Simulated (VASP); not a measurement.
Crystal: Se.

```xyz
3
Lattice="4.3662 0.0000 0.0000 -2.1831 3.7812 0.0000 0.0000 0.0000 4.9536" Properties=species:S:1:pos:R:3 pbc="T T T"
Se    0.9841    0.0000    1.6512
Se   -0.4921    0.8523    3.3024
Se    1.6910    2.9289    0.0000
```

| Property | Result |
| --- | --- |
| Program | VASP 6.6.1 |
| Task | relaxation of cell and atoms |
| Functional | PBE |
| Potentials or basis | VASP PAW PBE potentials, release 64 (Se) |
| Cutoff | 600 eV |
| k mesh | 5 × 5 × 4 |
| Occupations | fermi-dirac, width 0.05 eV |
| Spin | no spin polarisation |

At the start: pressure 2.9 GPa; volume 27.26 Å³/atom.

Q: Where does the relaxation end?

A: Over 16 steps the energy falls by 13.5 meV/atom and the volume is 29.67 Å³/atom (+8.8 %); space group P3_121 (No. 152, to 0.05 Å).

The path:
| step | energy change (eV) | largest force (eV/Å) | pressure (GPa) | volume (Å³) |
| --- | --- | --- | --- | --- |
| 1 | 0.0000 | 0.4357 | 2.92 | 81.78 |
| 2 | -0.0049 | 0.5169 | -2.13 | 87.79 |
| 3 | -0.0352 | 0.0942 | 0.10 | 84.79 |
| 4 | -0.0352 | 0.0847 | 0.15 | 84.73 |
| 5 | -0.0365 | 0.0650 | 0.13 | 85.01 |
| 6 | -0.0380 | 0.0147 | 0.09 | 85.69 |
| 7 | -0.0381 | 0.0076 | 0.08 | 85.78 |
| 8 | -0.0385 | 0.0184 | 0.02 | 86.13 |
| 9 | -0.0393 | 0.0503 | -0.17 | 87.19 |
| 10 | -0.0390 | 0.1120 | -0.50 | 89.31 |
| 11 | -0.0395 | 0.0718 | -0.29 | 87.95 |
| 12 | -0.0396 | 0.0680 | -0.28 | 88.01 |
| 13 | -0.0399 | 0.0564 | -0.22 | 88.19 |
| 14 | -0.0404 | 0.0321 | -0.12 | 88.53 |
| 15 | -0.0406 | 0.0198 | 0.10 | 89.23 |
| 16 | -0.0406 | 0.0025 | 0.02 | 89.00 |

Final structure:
```xyz
3
Lattice="4.5118 0.0000 0.0000 -2.2559 3.9074 0.0000 0.0000 0.0000 5.0483" Properties=species:S:1:pos:R:3 pbc="T T T"
Se   -1.2648    3.9074    1.6828
Se   -0.4956    0.8583    3.3656
Se    1.7604    3.0490    0.0000
```
